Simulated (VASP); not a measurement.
# Nb (Fmmm) in VASP: single point with PBEsol

Aim: the single point of Nb with PBEsol.

All numbers are computed with VASP 6.6.1; they aren't measurements. Logs are shortened: lines on timing, memory, paths and dates and some standing lists are left out, and cuts for length are marked.

## 1. The cell of the first run

The typed cell holds 1 atom: a = 3.271 Å, b = 2.834 Å, c = 2.832 Å, α = 70.53°, β = 54.75°, γ = 54.72°.

## 2. Single point, PBEsol

INCAR

```
  PREC = Accurate
  ENCUT = 520
  EDIFF = 1E-7
  ISMEAR = 0
  SIGMA = 0.1
  LREAL = F
  LASPH = T
  NELM = 60
  ALGO = Fast
  ISIF = 2
  LWAVE = F
  LCHARG = T
  GGA = PS
  LELF = T
  LVHAR = T
  NBANDS = 12
```

KPOINTS

```
regular mesh
0
Gamma
  24 24 24
```

POSCAR

```
Nb
1.0
    0.0000000000      2.3125947272      2.3138559759
    1.6354921336      0.0000000000      2.3138559759
    1.6354921336      2.3125947272      0.0000000000
Nb
1
Direct
    0.0000000000      0.0000000000      0.0000000000
```

Potentials or basis: VASP PAW PBE potentials, release 64 (Nb_sv).

The run is started by

```
$ cat potpaw_PBE.64/Nb_sv/POTCAR > POTCAR
$ mpirun -np 1 vasp_std > vasp.out
```

OUTCAR:

```text
PREC = Accurate
   ENCUT = 520
   EDIFF = 1E-7
   ISMEAR = 0
   LREAL = F
   LASPH = T
   NELM = 60
   ISIF = 2
   GGA = PS

 ion  position               nearest neighbor table
   1  0.000  0.000  0.000-

  LATTYP: Found a face centered orthorhombic cell.
 ALAT       =     3.2709842672
 B/A-ratio  =     1.4140054114
 C/A-ratio  =     1.4147765852

  Lattice vectors:

 A1 = (   0.0000000000,   2.3125947272,   2.3138559759)
 A2 = (   1.6354921336,   0.0000000000,   2.3138559759)
 A3 = (   1.6354921336,   2.3125947272,   0.0000000000)

Analysis of symmetry for initial positions (statically):
=====================================================================
 Subroutine PRICEL returns:
 Original cell was already a primitive cell.

 Routine SETGRP: Setting up the symmetry group for a
 face centered orthorhombic supercell.

 Subroutine GETGRP returns: Found  8 space group operations
 (whereof  8 operations were pure point group operations)
 out of a pool of  8 trial point group operations.

The static configuration has the point symmetry D_2h.

Analysis of symmetry for dynamics (positions and initial velocities):
=====================================================================
 Subroutine PRICEL returns:
 Original cell was already a primitive cell.

 Routine SETGRP: Setting up the symmetry group for a
 face centered orthorhombic supercell.

 Subroutine GETGRP returns: Found  8 space group operations
 (whereof  8 operations were pure point group operations)
 out of a pool of  8 trial point group operations.

The dynamic configuration has the point symmetry D_2h.

 Subroutine INISYM returns: Found  8 space group operations
 (whereof  8 operations are pure point group operations),
 and found     1 'primitive' translations

----------------------------------------------------------------------------------------

                                     Primitive cell

  volume of cell :      17.5031

  direct lattice vectors                    reciprocal lattice vectors
     0.000000000  2.312594727  2.313855976    -0.305718377  0.216207360  0.216089508
     1.635492134  0.000000000  2.313855976     0.305718377 -0.216207360  0.216089508
     1.635492134  2.312594727  0.000000000     0.305718377  0.216207360 -0.216089508

  length of vectors
     3.271394787  2.833507367  2.832477518     0.432323980  0.432323980  0.432323980

  position of ions in fractional coordinates (direct lattice)
     0.000000000  0.000000000  0.000000000

  ion indices of the primitive-cell ions
[... 83 lines left out ...]
   TEBEG  =    0.0;   TEEND  =   0.0 temperature during run
   PSTRESS=    0.0 pullay stress
   NELECT =      13.0000    total number of electrons
   NUPDOWN=      -1.0000    fix difference up-down
   EMIN   =  10.00;   EMAX   =-10.00  energy-range for DOS
   EFERMI =   0.00;   METHOD = LEGACY
   ISMEAR =     0;   SIGMA  =   0.10  broadening in eV -4-tet -1-fermi 0-gaus
   EFERMI_NEDOS =   21; number of points for ismear=-14 and -15
   IALGO  =     68    algorithm
   IMIX   =      4    mixing-type and parameters
     AMIX     =   0.40;   BMIX     =  1.00
     AMIX_MAG =   1.60;   BMIX_MAG =  1.00
  volume/ion in A,a.u.               =      17.50       118.12
  Fermi-wavevector in a.u.,A,eV,Ry     =   1.482579  2.801668 29.906157  2.198041
  Thomas-Fermi vector in A             =   2.596347
   LORBIT       =      0    0 simple, 1 ext, 2 COOP (PROOUT), +10 PAW based schemes
   GGA     = PS    functional components
   LHFCALC =     F    Hartree Fock is set to
   AEXX    =    0.0000 exact exchange contribution
   IVDW    =     0    specifies the selected vdW correction
   LEPSILON=     F    determine dielectric tensor
   LRPA    =     F    only Hartree local field effects (RPA)
 non-spin polarized calculation
 RMM-DIIS sequential band-by-band and
 Gauss-broadening in eV      SIGMA  =   0.10
  energy-cutoff  :      520.00
  volume of cell :       17.50
 maximum number of plane-waves:       484
   NGX = 13   NGY = 11   NGZ = 11

 number of electron      13.0000001 magnetization

 Free energy of the ion-electron system (eV)
  ---------------------------------------------------
  ext. energy  EPLUGINS =         0.00000000
  ---------------------------------------------------
  free energy    TOTEN  =       -10.95652758 eV

  energy without entropy =      -10.94953653  energy(sigma->0) =      -10.95303205

 E-fermi :  11.4503     XC(G=0): -12.7784

 val. band max:       11.4503008991   @ k =   0.3333   0.1250   0.1250
 cond. band min:      11.4506740739   @ k =  -0.0833   0.1250   0.1250
 fundamental gap:      0.0003731748
 Fermi energy:        11.4503194508

 k-point     1 :       0.0000    0.0000    0.0000
  band No.  band energies     occupation
      1     -42.7845      2.00000
      2     -18.0361      2.00000
      3     -18.0351      2.00000
      4     -18.0342      2.00000
      5       5.4243      2.00000
      6      11.8022      0.00000
      7      11.8049      0.00000
      8      11.8104      0.00000
      9      14.8117      0.00000
     10      14.8136      0.00000
     11      25.7360      0.00000
     12      25.7417      0.00000
[... 331 lines left out ...]
 k-point    24 :       0.4583    0.0417    0.0000
  band No.  band energies     occupation
      1     -42.5159      2.00000
      2     -19.4713      2.00000
      3     -18.4944      2.00000
      4     -18.0609      2.00000
      5       7.6939      2.00000
      6       9.7749      2.00000
      7      13.2589      0.00000
      8      14.8656      0.00000
      9      15.5919      0.00000
     10      17.7741      0.00000
     11      23.4916      0.00000
     12      24.3004      0.00000

 [... further k-points ...]

------------------------ aborting loop because EDIFF is reached ----------------------------------------

  FORCE on cell =-STRESS in cart. coord.  units (eV):
  Direction    XX          YY          ZZ          XY          YZ          ZX
  --------------------------------------------------------------------------------------
  -------------------------------------------------------------------------------------
  Total       -0.0315002     -0.0322612     -0.0343515      0.0000000      0.0000000      0.0000000
  in kB       -2.8834277     -2.9530912     -3.1444265      0.0000000      0.0000000      0.0000000
  external PRESSURE =      -2.9936485 kB  Pullay stress =       0.0000000 kB

 VOLUME and BASIS-vectors are now :
 -----------------------------------------------------------------------------
  energy-cutoff  :      520.00
  volume of cell :       17.50
      direct lattice vectors                 reciprocal lattice vectors
     0.000000000  2.312594727  2.313855976    -0.305718377  0.216207360  0.216089508
     1.635492134  0.000000000  2.313855976     0.305718377 -0.216207360  0.216089508
     1.635492134  2.312594727  0.000000000     0.305718377  0.216207360 -0.216089508

 POSITION                                       TOTAL-FORCE (eV/Angst)
 -----------------------------------------------------------------------------------
      0.00000      0.00000      0.00000         0.000000      0.000000      0.000000
 -----------------------------------------------------------------------------------
    total drift:                                0.000000     -0.000000     -0.000000

  FREE ENERGIE OF THE ION-ELECTRON SYSTEM (eV)
  ---------------------------------------------------
  free  energy   TOTEN  =       -10.9565275754 eV

  energy  without entropy=      -10.9495365317  energy(sigma->0) =      -10.95303205
```

stdout:

```text
POSCAR found type information on POSCAR Nb
 POSCAR found :  1 types and       1 ions
 scaLAPACK will be used
 -----------------------------------------------------------------------------
|                                                                             |
|                                                                             |
|     You enforced a specific xc type in the INCAR file but a different       |
[... 36 lines left out ...]
WARNING in EDDRMM: call to ZHEGV failed, returncode =   6  3      7
WARNING in EDDRMM: call to ZHEGV failed, returncode =   6  3     12
WARNING in EDDRMM: call to ZHEGV failed, returncode =   8  4     12
WARNING in EDDRMM: call to ZHEGV failed, returncode =   8  4     12
WARNING in EDDRMM: call to ZHEGV failed, returncode =   8  4     12
WARNING in EDDRMM: call to ZHEGV failed, returncode =   8  4     11
WARNING in EDDRMM: call to ZHEGV failed, returncode =   8  4     10
```

Run time: 9.2 min. Hardware: 1 thread of AMD EPYC 9R45 (Zen 5), shared host; peak memory 0.46 GiB.

What came out:

| Property | Result |
| --- | --- |
| Free energy | -10.9565 eV |
| Pressure | -0.3 GPa |
| Band gap on the k mesh | zero (an odd number of electrons rules out a gap without spin polarisation) |

Caveat: the PAW data sets were made with another functional, which shifts forces and pressure a little.
